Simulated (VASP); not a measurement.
# Rh6N in VASP: notebook

The runs below take Rh6N through single point, with PBE+D3(BJ).

All numbers are computed with VASP 6.6.1; they aren't measurements. Logs are shortened: lines on timing, memory, paths and dates and some standing lists are left out, and cuts for length are marked.

## (1) The cell of the first run

The cell holds a slab with vacuum, 14 atoms: a = 5.365 Å, b = 5.365 Å, c = 22.487 Å, α = 90.00°, β = 90.00°, γ = 90.00°.

## (2) Single point, PBE+D3(BJ)

Input file INCAR:

```
PREC = Accurate
ENCUT = 520
EDIFF = 1E-7
ISMEAR = 0
SIGMA = 0.1
LREAL = False
LASPH = True
NELM = 100
ALGO = Normal
ISIF = 2
LWAVE = False
LCHARG = True
LDIPOL = True
IDIPOL = 3
DIPOL = 0.5 0.5 0.299
GGA = PE
IVDW = 12
LELF = True
LVHAR = True
LVACPOTAV = True
NBANDS = 108
```

Input file KPOINTS:

```
regular mesh
0
Gamma
  5 5 1
```

Input file POSCAR:

```
Rh6N
1.0
    5.3650160441      0.0000000000      0.0000000000
    0.0000000000      5.3650160441      0.0000000000
    0.0000000000      0.0000000000     22.4874012803
Rh N
12 2
Direct
    0.2500000000      0.2500000000      0.1778773790
    0.2500000000      0.7500000000      0.1778773790
    0.7500000000      0.2500000000      0.1778773790
    0.7500000000      0.7500000000      0.1778773790
    0.0000000000      0.0000000000      0.2598726471
    0.0000000000      0.5000000000      0.2598726471
    0.5000000000      0.0000000000      0.2598726471
    0.5000000000      0.5000000000      0.2598726471
    0.2500000000      0.2500000000      0.3418536977
    0.2500000000      0.7500000000      0.3418536977
    0.7500000000      0.2500000000      0.3418536977
    0.7500000000      0.7500000000      0.3418536977
    0.2500000000      0.2500000000      0.5063902733
    0.2500000000      0.2500000000      0.5553065525
```

Potentials or basis: VASP PAW PBE potentials, release 64 (Rh_pv, N).

The run is started by

```sh
cat potpaw_PBE.64/Rh_pv/POTCAR potpaw_PBE.64/N/POTCAR > POTCAR
mpirun -np 1 vasp_std > vasp.out
```

OUTCAR:

```text
PREC = Accurate
   ENCUT = 520
   EDIFF = 1E-7
   ISMEAR = 0
   LREAL = False
   LASPH = True
   NELM = 100
   ISIF = 2
   GGA = PE
   IVDW = 12
 IVDW          = 12

 ion  position               nearest neighbor table
   1  0.250  0.250  0.178-   5 2.65   6 2.65   7 2.65   8 2.65   2 2.68   3 2.68   2 2.68   3 2.68

   2  0.250  0.750  0.178-   5 2.65   6 2.65   7 2.65   8 2.65   1 2.68   4 2.68   1 2.68   4 2.68

   3  0.750  0.250  0.178-   5 2.65   6 2.65   7 2.65   8 2.65   1 2.68   4 2.68   4 2.68   1 2.68
[... 15 lines left out ...]
  11  0.750  0.250  0.342-   5 2.65   6 2.65   7 2.65   8 2.65   9 2.68  12 2.68  12 2.68   9 2.68

  12  0.750  0.750  0.342-   5 2.65   6 2.65   7 2.65   8 2.65  10 2.68  11 2.68  11 2.68  10 2.68

  13  0.250  0.250  0.506-  14 1.10
  14  0.250  0.250  0.555-  13 1.10

  LATTYP: Found a simple tetragonal cell.
 ALAT       =     5.3650160441
 C/A-ratio  =     4.1914881699

  Lattice vectors:

 A1 = (   5.3650160441,   0.0000000000,   0.0000000000)
 A2 = (   0.0000000000,   5.3650160441,   0.0000000000)
 A3 = (   0.0000000000,   0.0000000000,  22.4874012803)

Analysis of symmetry for initial positions (statically):
=====================================================================
 Subroutine PRICEL returns:
 Original cell was already a primitive cell.

 Routine SETGRP: Setting up the symmetry group for a
 simple tetragonal supercell.

 Subroutine GETGRP returns: Found  8 space group operations
 (whereof  2 operations were pure point group operations)
 out of a pool of 16 trial point group operations.

The static configuration has the point symmetry C_1h.
 The point group associated with its full space group is C_4v.

Analysis of symmetry for dynamics (positions and initial velocities):
=====================================================================
 Subroutine PRICEL returns:
 Original cell was already a primitive cell.

 Routine SETGRP: Setting up the symmetry group for a
 simple tetragonal supercell.

 Subroutine GETGRP returns: Found  8 space group operations
 (whereof  2 operations were pure point group operations)
 out of a pool of 16 trial point group operations.

The dynamic configuration has the point symmetry C_1h.
 The point group associated with its full space group is C_4v.

 Subroutine INISYM returns: Found  8 space group operations
 (whereof  2 operations are pure point group operations),
 and found     1 'primitive' translations

----------------------------------------------------------------------------------------

                                     Primitive cell

  volume of cell :     647.2638

  direct lattice vectors                    reciprocal lattice vectors
     5.365016044  0.000000000  0.000000000     0.186392732  0.000000000  0.000000000
     0.000000000  5.365016044  0.000000000     0.000000000  0.186392732  0.000000000
     0.000000000  0.000000000 22.487401280     0.000000000  0.000000000  0.044469345

  length of vectors
     5.365016044  5.365016044 22.487401280     0.186392732  0.186392732  0.044469345

  position of ions in fractional coordinates (direct lattice)
     0.250000000  0.250000000  0.177877379
     0.250000000  0.750000000  0.177877379
     0.750000000  0.250000000  0.177877379
     0.750000000  0.750000000  0.177877379
     0.000000000  0.000000000  0.259872647
     0.000000000  0.500000000  0.259872647
     0.500000000  0.000000000  0.259872647
     0.500000000  0.500000000  0.259872647
     0.250000000  0.250000000  0.341853698
     0.250000000  0.750000000  0.341853698
     0.750000000  0.250000000  0.341853698
     0.750000000  0.750000000  0.341853698
     0.250000000  0.250000000  0.506390273
     0.250000000  0.250000000  0.555306552

  ion indices of the primitive-cell ions
   primitive index   ion index
                 1           1
                 2           2
                 3           3
                 4           4
                 5           5
                 6           6
                 7           7
                 8           8
                 9           9
                10          10
                11          11
                12          12
                13          13
                14          14

----------------------------------------------------------------------------------------

 KPOINTS: regular mesh

Automatic generation of k-mesh.
 Grid dimensions read from file:
 generate k-points for:    5    5    1

 Generating k-lattice:

  Cartesian coordinates                     Fractional coordinates (reciprocal lattice)
     0.037278546  0.000000000  0.000000000     0.200000000  0.000000000  0.000000000
     0.000000000  0.037278546  0.000000000     0.000000000  0.200000000  0.000000000
     0.000000000  0.000000000  0.044469345     0.000000000  0.000000000  1.000000000

  Length of vectors
     0.037278546  0.037278546  0.044469345

  Shift w.r.t. Gamma in fractional coordinates (k-lattice)
     0.000000000  0.000000000  0.000000000

 Subroutine IBZKPT returns following result:
 ===========================================

 Found      6 irreducible k-points:

 Following reciprocal coordinates:
            Coordinates               Weight
  0.000000  0.000000  0.000000      1.000000
  0.200000  0.000000  0.000000      4.000000
  0.400000  0.000000  0.000000      4.000000
  0.200000  0.200000  0.000000      4.000000
  0.400000  0.200000  0.000000      8.000000
  0.400000  0.400000  0.000000      4.000000
   k-points           NKPTS =      6   k-points in BZ     NKDIM =      6   number of bands    NBANDS=    108
   number of dos      NEDOS =    301   number of ions     NIONS =     14
   total plane-waves  NPLWV = 268800
   dimension x,y,z NGX =    40 NGY =   40 NGZ =  168
   dimension x,y,z NGXF=    80 NGYF=   80 NGZF=  336
   ions per type =              12   2
   NGX,Y,Z   is equivalent  to a cutoff of  12.39, 12.39, 12.42 a.u.
   NGXF,Y,Z  is equivalent  to a cutoff of  24.79, 24.79, 24.84 a.u.
 SYSTEM =  unknown system
   PREC   = accura    normal or accurate (medium, high low for compatibility)
   ISTART =      0    job   : 0-new  1-cont  2-samecut
   ICHARG =      2    charge: 1-file 2-atom 10-const
   ISPIN  =      1    spin polarized calculation?
   LNONCOLLINEAR =      F non collinear calculations
   LSORBIT =      F    spin-orbit coupling
   LASPH  =      T    aspherical Exc in radial PAW
   ENCUT  =  520.0 eV  38.22 Ry    6.18 a.u.   9.98  9.98 41.81*2*pi/ulx,y,z
   NELM   =    100;   NELMIN=  2; NELMDL= -5     # of ELM steps
   EDIFF  = 0.1E-06   stopping-criterion for ELM
   LREAL  =      F    real-space projection
   EDIFFG = 0.1E-05   stopping-criterion for IOM
   NSW    =      0    number of steps for IOM
   IBRION =     -1    ionic relax: 0-MD 1-quasi-New 2-CG
   NFREE  =      0    steps in history (QN), initial steepest desc. (CG)
   ISIF   =      2    stress and relaxation
   ISYM   =      2    0-nonsym 1-usesym 2-fastsym
   POTIM  = 0.5000    time-step for ionic-motion
   TEBEG  =    0.0;   TEEND  =   0.0 temperature during run
   PSTRESS=    0.0 pullay stress
   NELECT =     190.0000    total number of electrons
   NUPDOWN=      -1.0000    fix difference up-down
   EMIN   =  10.00;   EMAX   =-10.00  energy-range for DOS
   EFERMI =   0.00;   METHOD = LEGACY
   ISMEAR =     0;   SIGMA  =   0.10  broadening in eV -4-tet -1-fermi 0-gaus
   EFERMI_NEDOS =   21; number of points for ismear=-14 and -15
   IALGO  =     38    algorithm
   IMIX   =      4    mixing-type and parameters
     AMIX     =   0.40;   BMIX     =  1.00
     AMIX_MAG =   1.60;   BMIX_MAG =  1.00
  volume/ion in A,a.u.               =      46.23       312.00
  Fermi-wavevector in a.u.,A,eV,Ry     =   1.088008  2.056038 16.106064  1.183762
  Thomas-Fermi vector in A             =   2.224180
   LORBIT       =      0    0 simple, 1 ext, 2 COOP (PROOUT), +10 PAW based schemes
   GGA     = PE    functional components
   LHFCALC =     F    Hartree Fock is set to
   AEXX    =    0.0000 exact exchange contribution
   IVDW    =    12    specifies the selected vdW correction
   LEPSILON=     F    determine dielectric tensor
   LRPA    =     F    only Hartree local field effects (RPA)
 non-spin polarized calculation
 Gauss-broadening in eV      SIGMA  =   0.10
  energy-cutoff  :      520.00
  volume of cell :      647.26
 maximum number of plane-waves:     17455
 NGX is ok and might be reduce to    40
   NGX = 19   NGY = 19   NGZ = 83

 dipolmoment           0.000000      0.000000      0.047158 electrons x Angstroem

 number of electron     190.0000010 magnetization

 dipolmoment           0.000000      0.000000     -0.010565 electrons x Angstroem

 Free energy of the ion-electron system (eV)
  ---------------------------------------------------
  ext. energy  EPLUGINS =         0.00000000
  ---------------------------------------------------
  free energy    TOTEN  =       -95.40022166 eV

  energy without entropy =      -95.30000205  energy(sigma->0) =      -95.35011186

 E-fermi :  -0.3371     XC(G=0):  -4.9822

 val. band max:       -0.3373905469   @ k =   0.2000   0.0000   0.0000
 cond. band min:      -0.3244748897   @ k =   0.4000   0.0000   0.0000
 fundamental gap:      0.0129156573
 Fermi energy:        -0.3370737626

 k-point     1 :       0.0000    0.0000    0.0000
  band No.  band energies     occupation
      1     -47.4227      2.00000
      2     -47.4213      2.00000
      3     -47.3638      2.00000
      4     -47.3638      2.00000
      5     -47.2318      2.00000
      6     -47.2182      2.00000
[... 649 lines left out ...]
    106       0.6582      0.00000
    107       1.5047      0.00000
 [bands above 107 left out]

------------------------ aborting loop because EDIFF is reached ----------------------------------------

 Edisp (eV)   -4.92299

 E8    (eV) :    -2.3056

  FORCE on cell =-STRESS in cart. coord.  units (eV):
  Direction    XX          YY          ZZ          XY          YZ          ZX
  --------------------------------------------------------------------------------------
  -------------------------------------------------------------------------------------
  Total      -8.20947    -8.20947     1.63715     0.00000     0.00000     0.00000
  in kB     -20.32096   -20.32096     4.05244     0.00000     0.00000     0.00000
  external pressure =      -12.20 kB  Pullay stress =        0.00 kB

 VOLUME and BASIS-vectors are now :
 -----------------------------------------------------------------------------
  energy-cutoff  :      520.00
  volume of cell :      647.26
      direct lattice vectors                 reciprocal lattice vectors
     5.365016044  0.000000000  0.000000000     0.186392732  0.000000000  0.000000000
     0.000000000  5.365016044  0.000000000     0.000000000  0.186392732  0.000000000
     0.000000000  0.000000000 22.487401280     0.000000000  0.000000000  0.044469345

 POSITION                                       TOTAL-FORCE (eV/Angst)
 -----------------------------------------------------------------------------------
      1.34125      1.34125      4.00000         0.000000      0.000000      0.019832
      1.34125      4.02376      4.00000         0.000000      0.000000      0.015064
      4.02376      1.34125      4.00000         0.000000      0.000000      0.015064
      4.02376      4.02376      4.00000         0.000000      0.000000      0.019741
      0.00000      0.00000      5.84386         0.000042      0.000042     -0.003614
      0.00000      2.68251      5.84386         0.000042     -0.000042     -0.003614
      2.68251      0.00000      5.84386        -0.000042      0.000042     -0.003614
      2.68251      2.68251      5.84386        -0.000042     -0.000042     -0.003614
      1.34125      1.34125      7.68740         0.000000      0.000000      0.040710
      1.34125      4.02376      7.68740         0.000000      0.000000     -0.017681
      4.02376      1.34125      7.68740         0.000000      0.000000     -0.017681
      4.02376      4.02376      7.68740         0.000000      0.000000      0.002813
      1.34125      1.34125     11.38740         0.000000      0.000000     -2.166471
      1.34125      1.34125     12.48740         0.000000      0.000000      2.103063
 -----------------------------------------------------------------------------------
    total drift:                                0.000000      0.000000     -0.000663

  FREE ENERGIE OF THE ION-ELECTRON SYSTEM (eV)
  ---------------------------------------------------
  free  energy   TOTEN  =      -100.3232131025 eV

  energy  without entropy=     -100.2229934942  energy(sigma->0) =     -100.27310330

 vacuum level on the upper side and lower side of the slab         4.533         4.600
```

Run time: 11 min. Hardware: 1 thread of Intel Xeon 6975P-C (Granite Rapids), shared host; peak memory 0.7 GiB.

Results:

- Free energy: -100.3232 eV
- Largest force: 2.166 eV/Å
- Band gap on the k mesh: zero (bands 95 and 96 overlap by 0.70 eV)
- Dispersion energy per atom: -0.352 eV

Forces on the atoms (eV/Å):
```
Rh   0.000  0.000  0.020
Rh   0.000  0.000  0.015
Rh   0.000  0.000  0.015
Rh   0.000  0.000  0.020
Rh   0.000  0.000 -0.004
Rh   0.000  0.000 -0.004
Rh   0.000  0.000 -0.004
Rh   0.000  0.000 -0.004
Rh   0.000  0.000  0.041
Rh   0.000  0.000 -0.018
Rh   0.000  0.000 -0.018
Rh   0.000  0.000  0.003
N    0.000  0.000 -2.166
N    0.000  0.000  2.103
```

Caveat: the standard files for N, O and F lose accuracy on very short bonds.

## (3) Single point, PBE+D3(BJ)

Input file INCAR:

```
PREC = Accurate
ENCUT = 520
EDIFF = 1E-6
ISMEAR = 0
SIGMA = 0.1
LREAL = F
LASPH = T
NELM = 80
ALGO = Normal
ISIF = 2
LWAVE = F
LCHARG = F
LDIPOL = T
IDIPOL = 3
DIPOL = 0.5 0.5 0.299
GGA = PE
IVDW = 12
NBANDS = 108
```

KPOINTS is that of step 2.

POSCAR, as its differences from that of step 2:

```diff
@@ -20,3 +20,3 @@
     0.7500000000      0.7500000000      0.3418536977
-    0.2500000000      0.2500000000      0.5063902733
-    0.2500000000      0.2500000000      0.5553065525
+    0.5000000000      0.5000000000      0.5063902733
+    0.5000000000      0.5000000000      0.5553065525
```

Potentials or basis: VASP PAW PBE potentials, release 64 (Rh_pv, N).

The run is started by

```sh
cat potpaw_PBE.64/Rh_pv/POTCAR potpaw_PBE.64/N/POTCAR > POTCAR
mpirun -np 1 vasp_std > vasp.out
```

Run time: 9.3 min. Hardware: 1 thread of Intel Xeon 6975P-C (Granite Rapids), shared host; peak memory 0.71 GiB.

Results (log left out):

| Property | Result |
| --- | --- |
| Free energy | -100.3173 eV |
| Largest force | 2.162 eV/Å |
| Band gap on the k mesh | zero (bands 95 and 96 overlap by 0.70 eV) |
| Dispersion energy per atom | -0.352 eV |

Forces on the atoms (eV/Å):
```
Rh  -0.001 -0.001  0.017
Rh  -0.001  0.001  0.017
Rh   0.001 -0.001  0.017
Rh   0.001  0.001  0.017
Rh   0.000  0.000 -0.001
Rh   0.000  0.000 -0.006
Rh   0.000  0.000 -0.006
Rh   0.000  0.000  0.000
Rh  -0.003 -0.003 -0.003
Rh  -0.003  0.003 -0.003
Rh   0.003 -0.003 -0.003
Rh   0.003  0.003 -0.003
N    0.000  0.000 -2.162
N    0.000  0.000  2.116
```

Levels at points of the mesh, in eV from the Fermi level:
```tsv
k point	band 92	band 93	band 94	band 95	band 96	band 97
(0.00, 0.00, 0.00)	0.26	0.32	0.33	0.33	0.37	0.56
```

Caveat: the standard files for N, O and F lose accuracy on very short bonds.
